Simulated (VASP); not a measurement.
# In2S (R3m) in VASP: single point with PBE

Aim: the single point of In2S with PBE.

All numbers are computed with VASP 6.6.1; they aren't measurements. Logs are shortened: lines on timing, memory, paths and dates and some standing lists are left out, and cuts for length are marked.

## Step 1: The cell of the first run

It takes space group R3m (No. 160, trigonal). The conventional cell has a = 3.994 Å, b = 3.994 Å, c = 18.477 Å, α = 90.00°, β = 90.00°, γ = 120.00°. In (site symmetry 3m) has 3 S at 2.96 Å and 10 In at 3.51 to 3.99 Å within 4.0 Å. Within 3.7 Å of In (site symmetry 3m) lie 3 S at 2.84 Å and 4 In at 3.51 Å. S (site symmetry 3m) has 6 In at 2.84 to 2.96 Å within 3.7 Å.

The cell was built from a structure type or drawn by symmetry, and may not be a known phase.

## Step 2: Single point, PBE

Contents of INCAR:

```
PREC = Accurate ; ENCUT = 500
EDIFF = 1E-6 ; ISMEAR = 0
SIGMA = 0.15 ; LREAL = F
LASPH = T ; NELM = 120
ALGO = Normal ; ISIF = 2
LWAVE = F ; LCHARG = F
GGA = PE ; NBANDS = 23
GGA_COMPAT = F
```

Contents of KPOINTS:

```
Automatic mesh
0
Gamma
  4 4 4
```

Contents of POSCAR:

```
In2S
1.0
    1.9967712733      1.1528364342      6.1590960518
   -1.9967712733      1.1528364342      6.1590960518
    0.0000000000     -2.3056728622      6.1590960530
In S
2 1
Direct
    0.2713706791      0.2713706791      0.2713706791
    0.4613555855      0.4613555855      0.4613555855
    1.0387293854      1.0387293854      1.0387293854
```

Potentials or basis: VASP PAW PBE potentials, release 64 (In_d, S).

Run with:

```sh
> cat potpaw_PBE.64/In_d/POTCAR potpaw_PBE.64/S/POTCAR > POTCAR
> mpirun -np 1 vasp_std > vasp.out
```

OUTCAR:

```text
PREC = Accurate
   ENCUT = 500
   EDIFF = 1E-6
   ISMEAR = 0
   LREAL = F
   LASPH = T
   NELM = 120
   ISIF = 2
   GGA = PE

 ion  position               nearest neighbor table
   1  0.271  0.271  0.271-   3 2.96   3 2.96   3 2.96   2 3.51   2 3.51   2 3.51   2 3.51
   2  0.461  0.461  0.461-   3 2.84   3 2.84   3 2.84   1 3.51   1 3.51   1 3.51   1 3.51
   3  0.039  0.039  0.039-   2 2.84   2 2.84   2 2.84   1 2.96   1 2.96   1 2.96

  LATTYP: Found a trigonal (rhomboedric) cell.
 ALAT       =     6.5765181926
 COS(alpha) =     0.8156281625

  Lattice vectors:

 A1 = (   1.9967712733,   1.1528364342,   6.1590960518)
 A2 = (  -1.9967712733,   1.1528364342,   6.1590960518)
 A3 = (   0.0000000000,  -2.3056728622,   6.1590960530)

Analysis of symmetry for initial positions (statically):
=====================================================================
 Subroutine PRICEL returns:
 Original cell was already a primitive cell.

 Routine SETGRP: Setting up the symmetry group for a
 trigonal (rhombohedral) supercell.

 Subroutine GETGRP returns: Found  6 space group operations
 (whereof  6 operations were pure point group operations)
 out of a pool of 12 trial point group operations.

The static configuration has the point symmetry C_3v.

Analysis of symmetry for dynamics (positions and initial velocities):
=====================================================================
 Subroutine PRICEL returns:
 Original cell was already a primitive cell.

 Routine SETGRP: Setting up the symmetry group for a
 trigonal (rhombohedral) supercell.

 Subroutine GETGRP returns: Found  6 space group operations
 (whereof  6 operations were pure point group operations)
 out of a pool of 12 trial point group operations.

The dynamic configuration has the point symmetry C_3v.

 Subroutine INISYM returns: Found  6 space group operations
 (whereof  6 operations are pure point group operations),
 and found     1 'primitive' translations

----------------------------------------------------------------------------------------

                                     Primitive cell

  volume of cell :      85.0676

  direct lattice vectors                    reciprocal lattice vectors
     1.996771273  1.152836434  6.159096052     0.250404243  0.144570957  0.054120496
    -1.996771273  1.152836434  6.159096052    -0.250404243  0.144570957  0.054120496
     0.000000000 -2.305672862  6.159096053     0.000000000 -0.289141915  0.054120496

  length of vectors
     6.576518193  6.576518193  6.576518193     0.294163347  0.294163347  0.294163347

  position of ions in fractional coordinates (direct lattice)
     0.271370679  0.271370679  0.271370679
     0.461355586  0.461355586  0.461355586
     0.038729385  0.038729385  0.038729385

  ion indices of the primitive-cell ions
   primitive index   ion index
                 1           1
                 2           2
                 3           3

----------------------------------------------------------------------------------------

 KPOINTS: Automatic mesh

Automatic generation of k-mesh.
 Grid dimensions read from file:
 generate k-points for:    4    4    4

 Generating k-lattice:

  Cartesian coordinates                     Fractional coordinates (reciprocal lattice)
     0.062601061  0.036142739  0.013530124     0.250000000  0.000000000  0.000000000
    -0.062601061  0.036142739  0.013530124     0.000000000  0.250000000  0.000000000
     0.000000000 -0.072285479  0.013530124     0.000000000  0.000000000  0.250000000

  Length of vectors
     0.073540837  0.073540837  0.073540837

  Shift w.r.t. Gamma in fractional coordinates (k-lattice)
     0.000000000  0.000000000  0.000000000

 Subroutine IBZKPT returns following result:
 ===========================================

 Found     13 irreducible k-points:

 Following reciprocal coordinates:
            Coordinates               Weight
  0.000000  0.000000  0.000000      1.000000
  0.250000  0.000000  0.000000      6.000000
  0.500000  0.000000  0.000000      3.000000
  0.250000  0.250000  0.000000      6.000000
  0.500000  0.250000  0.000000     12.000000
 -0.250000  0.250000  0.000000      6.000000
  0.500000  0.500000  0.000000      3.000000
  0.250000  0.250000  0.250000      2.000000
  0.500000  0.250000  0.250000      6.000000
 -0.250000  0.250000  0.250000      6.000000
  0.500000  0.500000  0.250000      6.000000
 -0.250000  0.500000  0.250000      6.000000
  0.500000  0.500000  0.500000      1.000000
   k-points           NKPTS =     13   k-points in BZ     NKDIM =     13   number of bands    NBANDS=     23
   number of dos      NEDOS =    301   number of ions     NIONS =      3
   total plane-waves  NPLWV = 110592
   dimension x,y,z NGX =    48 NGY =   48 NGZ =   48
   dimension x,y,z NGXF=    96 NGYF=   96 NGZF=   96
   ions per type =               2   1
   NGX,Y,Z   is equivalent  to a cutoff of  12.13, 12.13, 12.13 a.u.
   NGXF,Y,Z  is equivalent  to a cutoff of  24.27, 24.27, 24.27 a.u.
 SYSTEM =  unknown system
   PREC   = accura    normal or accurate (medium, high low for compatibility)
   ISTART =      0    job   : 0-new  1-cont  2-samecut
   ICHARG =      2    charge: 1-file 2-atom 10-const
   ISPIN  =      1    spin polarized calculation?
   LNONCOLLINEAR =      F non collinear calculations
   LSORBIT =      F    spin-orbit coupling
   LASPH  =      T    aspherical Exc in radial PAW
   ENCUT  =  500.0 eV  36.75 Ry    6.06 a.u.  11.99 11.99 11.99*2*pi/ulx,y,z
   NELM   =    120;   NELMIN=  2; NELMDL= -5     # of ELM steps
   EDIFF  = 0.1E-05   stopping-criterion for ELM
   LREAL  =      F    real-space projection
   EDIFFG = 0.1E-04   stopping-criterion for IOM
   NSW    =      0    number of steps for IOM
   IBRION =     -1    ionic relax: 0-MD 1-quasi-New 2-CG
   NFREE  =      0    steps in history (QN), initial steepest desc. (CG)
   ISIF   =      2    stress and relaxation
   ISYM   =      2    0-nonsym 1-usesym 2-fastsym
   POTIM  = 0.5000    time-step for ionic-motion
   TEBEG  =    0.0;   TEEND  =   0.0 temperature during run
   PSTRESS=    0.0 pullay stress
   NELECT =      32.0000    total number of electrons
   NUPDOWN=      -1.0000    fix difference up-down
   EMIN   =  10.00;   EMAX   =-10.00  energy-range for DOS
   EFERMI =   0.00;   METHOD = LEGACY
   ISMEAR =     0;   SIGMA  =   0.15  broadening in eV -4-tet -1-fermi 0-gaus
   EFERMI_NEDOS =   21; number of points for ismear=-14 and -15
   IALGO  =     38    algorithm
   IMIX   =      4    mixing-type and parameters
     AMIX     =   0.40;   BMIX     =  1.00
     AMIX_MAG =   1.60;   BMIX_MAG =  1.00
  volume/ion in A,a.u.               =      28.36       191.35
  Fermi-wavevector in a.u.,A,eV,Ry     =   1.181780  2.233241 19.001960  1.396605
  Thomas-Fermi vector in A             =   2.318047
   LORBIT       =      0    0 simple, 1 ext, 2 COOP (PROOUT), +10 PAW based schemes
   GGA     = PE    functional components
   LHFCALC =     F    Hartree Fock is set to
   AEXX    =    0.0000 exact exchange contribution
   IVDW    =     0    specifies the selected vdW correction
   LEPSILON=     F    determine dielectric tensor
   LRPA    =     F    only Hartree local field effects (RPA)
 non-spin polarized calculation
 Gauss-broadening in eV      SIGMA  =   0.15
  energy-cutoff  :      500.00
  volume of cell :       85.07
 maximum number of plane-waves:      2194
   NGX = 23   NGY = 23   NGZ = 23

 number of electron      31.9999996 magnetization

 Free energy of the ion-electron system (eV)
  ---------------------------------------------------
  ext. energy  EPLUGINS =         0.00000000
  ---------------------------------------------------
  free energy    TOTEN  =       -10.01352394 eV

  energy without entropy =      -10.00436502  energy(sigma->0) =      -10.00894448

 E-fermi :   5.0924     XC(G=0):  -9.2142

 val. band max:        5.0565748122   @ k =   0.5000   0.0000   0.0000
 cond. band min:       5.7230848328   @ k =  -0.2500   0.2500   0.0000
 fundamental gap:      0.6665100206
 Fermi energy:         5.0924090053

 k-point     1 :       0.0000    0.0000    0.0000
  band No.  band energies     occupation
      1      -9.1921      2.00000
      2      -9.1921      2.00000
      3      -9.1688      2.00000
      4      -9.1557      2.00000
      5      -9.1557      2.00000
      6      -9.1049      2.00000
[... 15 lines left out ...]
     22      13.0845      0.00000
     23      13.6561      0.00000

 k-point     2 :       0.2500    0.0000    0.0000
  band No.  band energies     occupation
      1      -9.2850      2.00000
      2      -9.1842      2.00000
      3      -9.1661      2.00000
      4      -9.1577      2.00000
      5      -9.1482      2.00000
      6      -9.1280      2.00000
[... 15 lines left out ...]
     22      11.7291      0.00000
     23      12.2531      0.00000

 k-point     3 :       0.5000    0.0000    0.0000
  band No.  band energies     occupation
      1      -9.3824      2.00000
      2      -9.2067      2.00000
      3      -9.1696      2.00000
      4      -9.1510      2.00000
      5      -9.1351      2.00000
      6      -9.1193      2.00000
[... 15 lines left out ...]
     22      12.1469      0.00000
     23      12.4443      0.00000
[... 209 lines left out ...]
 k-point    12 :      -0.2500    0.5000    0.2500
  band No.  band energies     occupation
      1      -9.3593      2.00000
      2      -9.2079      2.00000
      3      -9.1981      2.00000
      4      -9.1520      2.00000
      5      -9.1201      2.00000
      6      -9.1092      2.00000
[... 15 lines left out ...]
     22      12.2606      0.00000
     23      12.4731      0.00000

 k-point    13 :       0.5000    0.5000    0.5000
  band No.  band energies     occupation
      1      -9.2064      2.00000
      2      -9.1887      2.00000
      3      -9.1887      2.00000
      4      -9.1837      2.00000
      5      -9.1837      2.00000
      6      -9.1010      2.00000
[... 15 lines left out ...]
     22      11.2497      0.00000
     23      13.0366      0.00000

------------------------ aborting loop because EDIFF is reached ----------------------------------------

  FORCE on cell =-STRESS in cart. coord.  units (eV):
  Direction    XX          YY          ZZ          XY          YZ          ZX
  --------------------------------------------------------------------------------------
  -------------------------------------------------------------------------------------
  Total       -0.0544618     -0.0544618      0.0487836      0.0000000      0.0000000      0.0000000
  in kB       -1.0257416     -1.0257416      0.9187985      0.0000000      0.0000000      0.0000000
  external PRESSURE =      -0.3775616 kB  Pullay stress =       0.0000000 kB

 VOLUME and BASIS-vectors are now :
 -----------------------------------------------------------------------------
  energy-cutoff  :      500.00
  volume of cell :       85.07
      direct lattice vectors                 reciprocal lattice vectors
     1.996771273  1.152836434  6.159096052     0.250404243  0.144570957  0.054120496
    -1.996771273  1.152836434  6.159096052    -0.250404243  0.144570957  0.054120496
     0.000000000 -2.305672862  6.159096053     0.000000000 -0.289141915  0.054120496

 POSITION                                       TOTAL-FORCE (eV/Angst)
 -----------------------------------------------------------------------------------
      0.00000      0.00000      5.01419         0.000000      0.000000      0.009436
      0.00000      0.00000      8.52460         0.000000      0.000000      0.002727
      0.00000      0.00000      0.71561         0.000000     -0.000000     -0.012163
 -----------------------------------------------------------------------------------
    total drift:                                0.000000     -0.000000     -0.000207

  FREE ENERGIE OF THE ION-ELECTRON SYSTEM (eV)
  ---------------------------------------------------
  free  energy   TOTEN  =       -10.0135239425 eV

  energy  without entropy=      -10.0043650166  energy(sigma->0) =      -10.00894448
```

Wall time 44 s (1 thread of Intel Xeon Platinum 8488C (Sapphire Rapids), shared host); peak memory 0.31 GiB.

Results:

- Free energy: -10.0135 eV
- Pressure: 0.0 GPa
- Largest force: 0.012 eV/Å
- Band gap on the k mesh: zero (bands 16 and 17 overlap by 0.85 eV)

Forces on the atoms (eV/Å):
```
In   0.000  0.000  0.009
In   0.000  0.000  0.003
S    0.000  0.000 -0.012
```

Stress tensor (GPa, compression positive):
```
-0.10  0.00  0.00
 0.00 -0.10  0.00
 0.00  0.00  0.09
```

Caveat: the k points lie up to 0.46 Å⁻¹ apart, too coarse for converged energies and pressures of a metal; spin-orbit coupling is left out, which moves the levels of the heavy elements.
